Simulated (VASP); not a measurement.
Write the native input for VASP 6.6.1 that does the following.

| Quantity | Value |
| --- | --- |
| Task | relaxation of cell and atoms |
| Functional | PBEsol |
| Potentials or basis | VASP PAW PBE potentials, release 64 (Zn, Cu) |
| Cutoff | 600 eV |
| k mesh | 9 × 9 × 9 |
| Occupations | methfessel-paxton, width 0.1 eV |
| Spin | no spin polarisation |
| Dipole correction | no |
| Further INCAR settings | ALGO = Normal; EDIFF = 1e-06; IBRION = 2; EDIFFG = -0.01; NSW = 80; ISIF = 3 |

The structure of ZnCu lies in POSCAR:

```
ZnCu
1.0
    2.9450000000      0.0000000000      0.0000000000
    0.0000000000      2.9450000000      0.0000000000
    0.0000000000      0.0000000000      2.9450000000
Zn Cu
1 1
Direct
    0.5000000000      0.5000000000      0.5000000000
    0.0000000000      0.0000000000      0.0000000000
```

The input as run:

INCAR

```
SYSTEM = ZnCu
PREC     = Accurate       ! precision mode
ENCUT    = 600            ! plane-wave cutoff, eV
EDIFF    = 1E-6           ! SCF threshold, eV
ISMEAR   = 1              ! smearing method
SIGMA    = 0.1            ! smearing width, eV
LREAL    = .FALSE.        ! projectors in reciprocal space
LASPH    = .TRUE.         ! aspherical terms in the spheres
NELM     = 80             ! most SCF steps
ALGO     = Normal         ! electronic algorithm
ISIF     = 3              ! what is computed and relaxed
LWAVE    = .FALSE.        ! write WAVECAR
LCHARG   = .FALSE.        ! write CHGCAR
GGA      = PS             ! functional
IBRION   = 2              ! ionic algorithm
NSW      = 80             ! ionic steps
EDIFFG   = -0.01          ! ionic threshold
```

KPOINTS

```
Automatic mesh
0
G
  9 9 9
  0 0 0
```

Potentials or basis: VASP PAW PBE potentials, release 64 (Zn, Cu).

The run is started by

```console
$ cat potpaw_PBE.64/Zn/POTCAR potpaw_PBE.64/Cu/POTCAR > POTCAR
$ mpirun -np 1 vasp_std > vasp.out
```

It gave:

```
Relaxed volume                         : 12.38 Å³/atom
Relaxed cell                           : a = 2.915 Å, b = 2.915 Å, c = 2.915 Å, α = 90.00°, β = 90.00°, γ = 90.00°
Space group after relaxing (to 0.05 Å) : Pm-3m (No. 221)
Energy gained by relaxing              : 4.8 meV/atom
Ionic steps                            : 3
Pressure after relaxing                : 0.0 GPa
```

Caveat: the PAW data sets were made with another functional, which shifts forces and pressure a little.

Run time: 15 s on 1 thread of AMD EPYC 9R45 96-Core Processor (Zen 5), on a shared host, peak memory 0.12 GiB.
